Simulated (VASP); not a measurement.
Crystal: KBe4I.

```
K Be I
1.0
     4.43021    0.00000    0.00000
     0.00000    4.43021    0.00000
     0.00000    0.00000    6.29468
K Be I
1 4 1
Cartesian
  0.0000 0.0000 3.1473
  0.0000 2.2151 1.6237
  2.2151 0.0000 1.6237
  0.0000 2.2151 4.6710
  2.2151 0.0000 4.6710
  2.2151 2.2151 0.0000
```

* Program: VASP 6.6.1
* Task: relaxation of cell and atoms
* Functional: PBE
* Potentials or basis: VASP PAW PBE potentials, release 64 (K_sv, Be, I)
* Cutoff: 600 eV
* k mesh: 4 × 4 × 4
* Occupations: gaussian, width 0.1 eV
* Spin: no spin polarisation

At the start: pressure 5.8 GPa; volume 20.59 Å³/atom.

Q: How do energy, volume and symmetry change on relaxing?

A: Over 43 steps the energy falls by 1034.3 meV/atom and the volume is 19.41 Å³/atom (-5.7 %); space group P4/mmm (No. 123, to 0.05 Å).

Step by step:
```tsv
step	energy change (eV)	largest force (eV/Å)	pressure (GPa)	volume (Å³)
1	0.0000	0.3014	5.80	123.54
3	-0.5831	0.3134	0.81	155.35
5	-0.6295	0.2873	-0.39	176.14
7	-0.6328	0.2944	-0.15	171.22
9	-0.8144	0.3322	-0.26	172.19
11	-2.0305	0.0174	-2.77	173.52
13	-2.2564	0.4023	-2.81	172.64
15	-2.3055	0.5079	-2.63	171.38
17	-2.3731	0.6740	-2.19	168.56
19	-2.6301	0.6473	-1.80	161.18
21	-3.5128	1.2545	1.22	133.29
23	-4.3666	1.3261	21.88	87.58
25	-4.9206	1.5919	13.14	96.98
27	-5.0452	0.7825	16.11	91.53
29	-5.2414	0.8265	13.55	94.47
31	-5.9811	0.4138	4.38	107.07
33	-6.1335	0.1839	-0.57	118.49
35	-6.1380	0.1950	-0.24	117.48
37	-6.1679	0.1907	-0.02	116.69
39	-6.1980	0.0567	0.44	115.29
41	-6.2028	0.0350	-0.08	116.49
43	-6.2056	0.0195	-0.18	116.46
```

Final structure:
```xyz
6
Lattice="3.3473 0.0000 0.0000 0.0000 3.3473 0.0000 0.0000 0.0000 10.3936" Properties=species:S:1:pos:R:3 pbc="T T T"
K     0.0000    0.0000    5.1968
Be    0.0000    1.6737    2.2934
Be    1.6737    0.0000    2.2934
Be    3.3473    1.6737    8.1002
Be    1.6737    0.0000    8.1002
I     1.6737    1.6737    0.0000
```
